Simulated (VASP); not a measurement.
A run of VASP 6.6.1 is set up as follows.

INCAR

```
SYSTEM = La2SnO4
ALGO     = Normal         ! electronic algorithm
EDIFF    = 1E-6           ! SCF threshold, eV
ENCUT    = 520            ! plane-wave cutoff, eV
GGA      = PE             ! functional
ISIF     = 2              ! what is computed and relaxed
ISMEAR   = 0              ! smearing method
LASPH    = .TRUE.         ! aspherical terms in the spheres
LCHARG   = .FALSE.        ! write CHGCAR
LREAL    = .FALSE.        ! projectors in reciprocal space
LWAVE    = .FALSE.        ! write WAVECAR
NBANDS   = 39             ! bands
NELM     = 100            ! most SCF steps
PREC     = Accurate       ! precision mode
SIGMA    = 0.15           ! smearing width, eV
```

The input KPOINTS:

```
k-points
0
G
  4 4 4
  0 0 0
```

Contents of POSCAR:

```
La2SnO4
1.0
   -2.0457851993      2.0457851993      7.2790921859
    2.0457851993     -2.0457851993      7.2790921859
    2.0457851993      2.0457851993     -7.2790921859
La Sn O
2 1 4
Direct
    0.3650878764      0.3650878764      0.0000000000
    0.6915253899      0.6915253899      0.0000000000
    0.0302316678      0.0302316678      0.0000000000
   -0.0288229091      0.4711770909      0.5000000000
    0.4711770909     -0.0288229091      0.5000000000
    0.2654004421      0.7654004421      0.5000000000
    0.7654004421      0.2654004421      0.5000000000
```

Potentials or basis: VASP PAW PBE potentials, release 64 (La, Sn_d, O).

Command:

```console
$ cat potpaw_PBE.64/La/POTCAR potpaw_PBE.64/Sn_d/POTCAR potpaw_PBE.64/O/POTCAR > POTCAR
$ mpirun -np 1 vasp_std > vasp.out
```

Problem. Predict the band gap on the k mesh.

Solution. 1.84 eV (least direct gap 2.33 eV).

Problem. What does it give for the pressure?

Solution. 0.0 GPa.

Problem. What does it give for the largest force?

Solution. 0.073 eV/Å.

Forces in eV/Å, atoms in the order of the input:
```
La   0.000  0.000 -0.073
La   0.000  0.000  0.048
Sn   0.000  0.000  0.045
O    0.000  0.000 -0.012
O    0.000  0.000 -0.012
O    0.000  0.000  0.002
O    0.000  0.000  0.002
```

Caveat: spin-orbit coupling is left out, which moves the levels of the heavy elements. A k mesh can miss the band edges.
